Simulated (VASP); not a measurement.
# MgO in VASP: further runs

Runs on MgO. Level: r2SCAN. Tasks: single point.

Everything below comes from runs of VASP 6.6.1. Logs are shortened: lines on timing, memory, paths and dates and some standing lists are left out, and cuts for length are marked.

### Step 1. The cell of the first run

Symmetry: Cmmm, No. 65, orthorhombic system. The conventional cell has a = 3.628 Å, b = 3.792 Å, c = 2.623 Å, α = 90.00°, β = 90.00°, γ = 90.00°. Mg (site symmetry mmm) has 8 O at 2.24 to 2.31 Å and 6 Mg at 2.62 Å within 3.0 Å. Within 3.0 Å of O (site symmetry mmm) lie 8 Mg at 2.24 to 2.31 Å and 6 O at 2.62 Å.

### Step 2. Single point, r2SCAN (shear xy strain +4.4%)

POSCAR reads:

```
MgO
1.0
    2.6233491278      0.0582383506      0.0000000000
    0.0582383506      2.6233491278      0.0000000000
    0.0000000000      0.0000000000      2.6233491278
Mg O
1 1
Direct
    0.0000000000      0.0000000000      0.0000000000
    0.5000000000      0.5000000000      0.5000000000
```

INCAR.step1 reads:

```
SYSTEM = MgO
PREC     = Accurate       ! precision mode
ENCUT    = 750            ! plane-wave cutoff, eV
ISMEAR   = 0              ! smearing method
SIGMA    = 0.01           ! smearing width, eV
LREAL    = .False.        ! projectors in reciprocal space
LASPH    = .True.         ! aspherical terms in the spheres
NELM     = 120            ! most SCF steps
NBANDS   = 15             ! bands
GGA      = PE             ! functional
ALGO     = Normal         ! electronic algorithm
EDIFF    = 1E-5           ! SCF threshold, eV
LWAVE    = .True.         ! write WAVECAR
LCHARG   = .False.        ! write CHGCAR
GGA_COMPAT= .False.
```

INCAR.step2 reads:

```
SYSTEM = MgO
PREC     = Accurate       ! precision mode
ENCUT    = 750            ! plane-wave cutoff, eV
EDIFF    = 1E-6           ! SCF threshold, eV
ISMEAR   = 0              ! smearing method
SIGMA    = 0.01           ! smearing width, eV
LREAL    = .False.        ! projectors in reciprocal space
LASPH    = .True.         ! aspherical terms in the spheres
NELM     = 120            ! most SCF steps
ALGO     = Normal         ! electronic algorithm
ISIF     = 2              ! what is computed and relaxed
LWAVE    = .False.        ! write WAVECAR
LCHARG   = .False.        ! write CHGCAR
METAGGA  = R2SCAN         ! meta-GGA
LMIXTAU  = .True.       
NBANDS   = 15             ! bands
ISTART   = 1            
GGA_COMPAT= .False.
```

KPOINTS reads:

```
Automatic mesh
0
Gamma
  10 10 10
  0 0 0
```

Potentials or basis: VASP PAW PBE potentials, release 64 (Mg_sv, O).

The run is started by

```
$ cat potpaw_PBE.64/Mg_sv/POTCAR potpaw_PBE.64/O/POTCAR > POTCAR
$ cp INCAR.step1 INCAR
$ mpirun -np 1 vasp_std > vasp.out
$ cp INCAR.step2 INCAR
$ mpirun -np 1 vasp_std > vasp.out
```

OUTCAR:

```text
SYSTEM = MgO
   PREC = Accurate
   ENCUT = 750
   EDIFF = 1E-6
   ISMEAR = 0
   LREAL = .False.
   LASPH = .True.
   NELM = 120
   ISIF = 2
   METAGGA = R2SCAN
   ISTART = 1

 ion  position               nearest neighbor table
   1  0.000  0.000  0.000-
   2  0.500  0.500  0.500-

  LATTYP: Found a base centered orthorhombic cell.
 ALAT       =     3.6276144501
 B/A-ratio  =     1.0454080589
 C/A-ratio  =     0.7231609544

  Lattice vectors:

 A1 = (  -0.0582383506,  -2.6233491278,   0.0000000000)
 A2 = (   2.6233491278,   0.0582383506,   0.0000000000)
 A3 = (   0.0000000000,   0.0000000000,   2.6233491278)

Analysis of symmetry for initial positions (statically):
=====================================================================
 Subroutine PRICEL returns:
 Original cell was already a primitive cell.

 Routine SETGRP: Setting up the symmetry group for a
 base centered orthorhombic supercell.

 Subroutine GETGRP returns: Found  8 space group operations
 (whereof  8 operations were pure point group operations)
 out of a pool of  8 trial point group operations.

The static configuration has the point symmetry D_2h.

Analysis of symmetry for dynamics (positions and initial velocities):
=====================================================================
 Subroutine PRICEL returns:
 Original cell was already a primitive cell.

 Routine SETGRP: Setting up the symmetry group for a
 base centered orthorhombic supercell.

 Subroutine GETGRP returns: Found  8 space group operations
 (whereof  8 operations were pure point group operations)
 out of a pool of  8 trial point group operations.

The dynamic configuration has the point symmetry D_2h.

 Subroutine INISYM returns: Found  8 space group operations
 (whereof  8 operations are pure point group operations),
 and found     1 'primitive' translations

----------------------------------------------------------------------------------------

                                     Primitive cell

  volume of cell :      18.0449

  direct lattice vectors                    reciprocal lattice vectors
     2.623349128  0.058238351  0.000000000     0.381380073 -0.008466638  0.000000000
     0.058238351  2.623349128  0.000000000    -0.008466638  0.381380073  0.000000000
     0.000000000  0.000000000  2.623349128     0.000000000  0.000000000  0.381192114

  length of vectors
     2.623995494  2.623995494  2.623349128     0.381474042  0.381474042  0.381192114

  position of ions in fractional coordinates (direct lattice)
     0.000000000  0.000000000  0.000000000
     0.500000000  0.500000000  0.500000000

  ion indices of the primitive-cell ions
   primitive index   ion index
                 1           1
                 2           2

----------------------------------------------------------------------------------------

 KPOINTS: Automatic mesh

Automatic generation of k-mesh.
 Grid dimensions read from file:
 generate k-points for:   10   10   10

 Generating k-lattice:

  Cartesian coordinates                     Fractional coordinates (reciprocal lattice)
     0.038138007 -0.000846664  0.000000000     0.100000000 -0.000000000  0.000000000
    -0.000846664  0.038138007  0.000000000    -0.000000000  0.100000000  0.000000000
     0.000000000  0.000000000  0.038119211     0.000000000  0.000000000  0.100000000

  Length of vectors
     0.038147404  0.038147404  0.038119211

  Shift w.r.t. Gamma in fractional coordinates (k-lattice)
     0.000000000  0.000000000  0.000000000

 Subroutine IBZKPT returns following result:
 ===========================================

 Found    186 irreducible k-points:

 Following reciprocal coordinates:
            Coordinates               Weight
  0.000000  0.000000  0.000000      1.000000
  0.100000  0.000000  0.000000      4.000000
  0.200000  0.000000  0.000000      4.000000
  0.300000  0.000000  0.000000      4.000000
  0.400000  0.000000  0.000000      4.000000
  0.500000  0.000000  0.000000      2.000000
[... 16 lines left out ...]
  0.300000  0.300000  0.000000      2.000000
  0.400000  0.300000  0.000000      4.000000
 [... further k-points ...]
   k-points           NKPTS =    186   k-points in BZ     NKDIM =    186   number of bands    NBANDS=     15
   number of dos      NEDOS =    301   number of ions     NIONS =      2
   total plane-waves  NPLWV =  13824
   dimension x,y,z NGX =    24 NGY =   24 NGZ =   24
   dimension x,y,z NGXF=    48 NGYF=   48 NGZF=   48
   ions per type =               1   1
   NGX,Y,Z   is equivalent  to a cutoff of  15.21, 15.21, 15.21 a.u.
   NGXF,Y,Z  is equivalent  to a cutoff of  30.41, 30.41, 30.42 a.u.
 SYSTEM =  MgO
   PREC   = accura    normal or accurate (medium, high low for compatibility)
   ISTART =      1    job   : 0-new  1-cont  2-samecut
   ICHARG =      0    charge: 1-file 2-atom 10-const
   ISPIN  =      1    spin polarized calculation?
   LNONCOLLINEAR =      F non collinear calculations
   LSORBIT =      F    spin-orbit coupling
   LASPH  =      T    aspherical Exc in radial PAW
   ENCUT  =  750.0 eV  55.12 Ry    7.42 a.u.   5.86  5.86  5.86*2*pi/ulx,y,z
   NELM   =    120;   NELMIN=  2; NELMDL=  0     # of ELM steps
   EDIFF  = 0.1E-05   stopping-criterion for ELM
   LREAL  =      F    real-space projection
   EDIFFG = 0.1E-04   stopping-criterion for IOM
   NSW    =      0    number of steps for IOM
   IBRION =     -1    ionic relax: 0-MD 1-quasi-New 2-CG
   NFREE  =      0    steps in history (QN), initial steepest desc. (CG)
   ISIF   =      2    stress and relaxation
   ISYM   =      2    0-nonsym 1-usesym 2-fastsym
   POTIM  = 0.5000    time-step for ionic-motion
   TEBEG  =    0.0;   TEEND  =   0.0 temperature during run
   PSTRESS=    0.0 pullay stress
   NELECT =      16.0000    total number of electrons
   NUPDOWN=      -1.0000    fix difference up-down
   EMIN   =  10.00;   EMAX   =-10.00  energy-range for DOS
   EFERMI =   0.00;   METHOD = LEGACY
   ISMEAR =     0;   SIGMA  =   0.01  broadening in eV -4-tet -1-fermi 0-gaus
   EFERMI_NEDOS =   21; number of points for ismear=-14 and -15
   IALGO  =     38    algorithm
   IMIX   =      4    mixing-type and parameters
     AMIX     =   0.40;   BMIX     =  1.00
     AMIX_MAG =   1.60;   BMIX_MAG =  1.00
  volume/ion in A,a.u.               =       9.02        60.89
  Fermi-wavevector in a.u.,A,eV,Ry     =   1.572764  2.972092 33.655169  2.473585
  Thomas-Fermi vector in A             =   2.674149
   LORBIT       =      0    0 simple, 1 ext, 2 COOP (PROOUT), +10 PAW based schemes
   METAGGA = R2SCAN    functional components
   LHFCALC =     F    Hartree Fock is set to
   AEXX    =    0.0000 exact exchange contribution
   IVDW    =     0    specifies the selected vdW correction
   LEPSILON=     F    determine dielectric tensor
   LRPA    =     F    only Hartree local field effects (RPA)
 non-spin polarized calculation
 Gauss-broadening in eV      SIGMA  =   0.01
  energy-cutoff  :      750.00
  volume of cell :       18.04
 maximum number of plane-waves:       872
   NGX = 11   NGY = 11   NGZ = 11

 number of electron      16.0000017 magnetization

 Free energy of the ion-electron system (eV)
  ---------------------------------------------------
  ext. energy  EPLUGINS =         0.00000000
  ---------------------------------------------------
  free energy    TOTEN  =       -14.55709598 eV

  energy without entropy =      -14.55709598  energy(sigma->0) =      -14.55709598

 E-fermi :   4.7489     XC(G=0): -12.3482

 val. band max:        4.5327461914   @ k =   0.5000   0.5000   0.0000
 cond. band min:       8.0765033233   @ k =   0.0000   0.0000   0.0000
 fundamental gap:      3.5437571319
 Fermi energy:         4.7489057906

 k-point     1 :       0.0000    0.0000    0.0000
  band No.  band energies     occupation
      1     -73.0592      2.00000
      2     -38.1307      2.00000
      3     -38.1163      2.00000
      4     -38.1058      2.00000
      5     -15.0314      2.00000
      6       3.3664      2.00000
      7       3.4817      2.00000
      8       3.6120      2.00000
      9       8.0765      0.00000
     10      16.0323      0.00000
     11      16.0632      0.00000
     12      26.1293      0.00000
     13      26.5897      0.00000
     14      27.0756      0.00000
     15      33.2481      0.00000

 k-point     2 :       0.1000    0.0000    0.0000
  band No.  band energies     occupation
      1     -73.0580      2.00000
      2     -38.1383      2.00000
      3     -38.1152      2.00000
      4     -38.1097      2.00000
      5     -14.9301      2.00000
      6       2.6625      2.00000
      7       3.5236      2.00000
      8       3.5463      2.00000
      9       8.6626      0.00000
     10      16.2549      0.00000
     11      16.2944      0.00000
     12      26.0973      0.00000
     13      26.3748      0.00000
     14      27.0549      0.00000
     15      32.2407      0.00000

 k-point     3 :       0.2000    0.0000    0.0000
  band No.  band energies     occupation
      1     -73.0548      2.00000
      2     -38.1670      2.00000
      3     -38.1122      2.00000
      4     -38.1111      2.00000
      5     -14.6510      2.00000
      6       1.0644      2.00000
      7       3.6356      2.00000
      8       3.6429      2.00000
      9       9.7728      0.00000
     10      16.6147      0.00000
     11      16.9087      0.00000
     12      25.6881      0.00000
     13      25.7494      0.00000
     14      27.6469      0.00000
     15      30.2142      0.00000

 k-point     4 :       0.3000    0.0000    0.0000
  band No.  band energies     occupation
      1     -73.0509      2.00000
      2     -38.2064      2.00000
      3     -38.1088      2.00000
      4     -38.1085      2.00000
      5     -14.2729      2.00000
      6      -0.5073      2.00000
      7       3.7787      2.00000
      8       3.7789      2.00000
      9      10.9403      0.00000
     10      16.4226      0.00000
     11      17.9729      0.00000
     12      24.8253      0.00000
     13      24.8988      0.00000
     14      27.3924      0.00000
     15      29.5419      0.00000
[... 307 lines left out ...]
 k-point    22 :      -0.2000    0.2000    0.0000
  band No.  band energies     occupation
      1     -73.0505      2.00000
      2     -38.1701      2.00000
      3     -38.1485      2.00000
      4     -38.1083      2.00000
      5     -14.2805      2.00000
      6       0.8997      2.00000
      7       1.8610      2.00000
      8       3.8001      2.00000
      9      11.2589      0.00000
     10      16.8817      0.00000
     11      17.1342      0.00000
     12      25.0299      0.00000
     13      25.5594      0.00000
     14      27.4833      0.00000
     15      28.8612      0.00000

 k-point    23 :       0.3000    0.3000    0.0000
  band No.  band energies     occupation
      1     -73.0428      2.00000
      2     -38.2098      2.00000
      3     -38.1732      2.00000
      4     -38.1013      2.00000
      5     -13.6765      2.00000
      6       0.1227      2.00000
      7       0.8238      2.00000
      8       4.1274      2.00000
      9      12.6191      0.00000
     10      14.9967      0.00000
     11      18.1714      0.00000
     12      22.8247      0.00000
     13      25.0891      0.00000
     14      26.8680      0.00000
     15      27.0395      0.00000

 k-point    24 :       0.4000    0.3000    0.0000
  band No.  band energies     occupation
      1     -73.0397      2.00000
      2     -38.2303      2.00000
      3     -38.1796      2.00000
      4     -38.0985      2.00000
      5     -13.3950      2.00000
      6      -0.6177      2.00000
      7       0.8917      2.00000
      8       4.2670      2.00000
      9      12.4489      0.00000
     10      15.1282      0.00000
     11      18.2563      0.00000
     12      21.9358      0.00000
     13      24.7589      0.00000
     14      26.5916      0.00000
     15      28.3585      0.00000

 [... further k-points ...]
[... 5 lines left out ...]
  --------------------------------------------------------------------------------------
  -------------------------------------------------------------------------------------
  Total        0.0053463      0.0053463      0.0080334      0.2952225      0.0000000      0.0000000
  in kB        0.4746880      0.4746880      0.7132769     26.2123429      0.0000000      0.0000000
  external PRESSURE =       0.5542176 kB  Pullay stress =       0.0000000 kB

 VOLUME and BASIS-vectors are now :
 -----------------------------------------------------------------------------
  energy-cutoff  :      750.00
  volume of cell :       18.04
      direct lattice vectors                 reciprocal lattice vectors
     2.623349128  0.058238351  0.000000000     0.381380073 -0.008466638  0.000000000
     0.058238351  2.623349128  0.000000000    -0.008466638  0.381380073  0.000000000
     0.000000000  0.000000000  2.623349128     0.000000000  0.000000000  0.381192114

 POSITION                                       TOTAL-FORCE (eV/Angst)
 -----------------------------------------------------------------------------------
      0.00000      0.00000      0.00000         0.000000      0.000000      0.000000
      1.34079      1.34079      1.31167        -0.000000     -0.000000      0.000000
 -----------------------------------------------------------------------------------
    total drift:                                0.000000      0.000000     -0.000000

  FREE ENERGIE OF THE ION-ELECTRON SYSTEM (eV)
  ---------------------------------------------------
  free  energy   TOTEN  =       -14.5570959824 eV

  energy  without entropy=      -14.5570959824  energy(sigma->0) =      -14.55709598
```

Run time: 64 s. Hardware: 1 thread of Intel Xeon 6975P-C (Granite Rapids), shared host; peak memory 0.2 GiB.

What came out:

- Free energy: -14.5571 eV
- Pressure: 0.1 GPa
- Band gap on the k mesh: 3.54 eV (least direct gap 4.46 eV)

Caveat: the cell differs from its parent crystal (shear xy strain +4.4%); the PAW data sets were made with another functional, which shifts forces and pressure a little.

### Step 3. Single point, r2SCAN (epitaxial xy strain -0.9%)

POSCAR reads:

```
MgO
1.0
    2.6010506602      0.0000000000      0.0000000000
    0.0000000000      2.6010506602      0.0000000000
    0.0000000000      0.0000000000      2.6183176627
Mg O
1 1
Direct
    0.0000000000      0.0000000000      0.0000000000
    0.5000000000      0.5000000000      0.5000000000
```

INCAR.step1 reads:

```
ALGO = Normal
EDIFF = 1E-5
ENCUT = 750
GGA = PE
GGA_COMPAT = False
ISMEAR = 0
LASPH = True
LCHARG = False
LREAL = False
LWAVE = True
NBANDS = 15
NELM = 120
PREC = Accurate
SIGMA = 0.01
```

INCAR.step2 reads:

```
ALGO = Normal
EDIFF = 1E-6
ENCUT = 750
GGA_COMPAT = False
ISIF = 2
ISMEAR = 0
ISTART = 1
LASPH = True
LCHARG = True
LELF = True
LMIXTAU = True
LREAL = False
LVHAR = True
LWAVE = False
METAGGA = R2SCAN
NBANDS = 15
NELM = 120
PREC = Accurate
SIGMA = 0.01
```

KPOINTS reads:

```
k-points
0
Gamma
  10 10 10
```

Potentials or basis: VASP PAW PBE potentials, release 64 (Mg_sv, O).

The run is started by

```
$ cat potpaw_PBE.64/Mg_sv/POTCAR potpaw_PBE.64/O/POTCAR > POTCAR
$ cp INCAR.step1 INCAR
$ mpirun -np 1 vasp_std > vasp.out
$ cp INCAR.step2 INCAR
$ mpirun -np 1 vasp_std > vasp.out
```

Run time: 2.1 min. Hardware: 1 thread of AMD EPYC 9R14 (Zen 4), shared host; peak memory 0.15 GiB.

It converged, with:

```
Free energy            : -14.5439 eV
Pressure               : 3.2 GPa
Band gap on the k mesh : 3.69 eV (least direct gap 4.75 eV)
```

Stress tensor (GPa, compression positive):
```
4.82 0.00 0.00
0.00 4.82 0.00
0.00 0.00 0.02
```

Levels at points of the mesh, in eV from the valence-band top:
```
           k point  band 6  band 7  band 8  band 9  band 10  band 11
(0.00, 0.00, 0.00)   -1.17   -1.06   -1.06    3.69    11.44    11.57
(0.50, 0.00, 0.00)   -6.72   -0.69   -0.59    8.19    10.93    15.95
(0.50, 0.50, 0.00)   -4.93   -4.93   -0.07    6.08    13.71    13.71
(0.00, 0.00, 0.50)   -6.75   -0.61   -0.61    8.27    10.86    15.94
(0.50, 0.00, 0.50)   -4.97   -4.96    0.00    5.98    13.68    13.80
(0.50, 0.50, 0.50)   -3.91   -3.91   -3.89    8.53     8.53     8.58
```

Caveat: the cell differs from its parent crystal (epitaxial xy strain -0.9%); the cell stands under pressure; the PAW data sets were made with another functional, which shifts forces and pressure a little.

(Continued in part 2 of 2.)
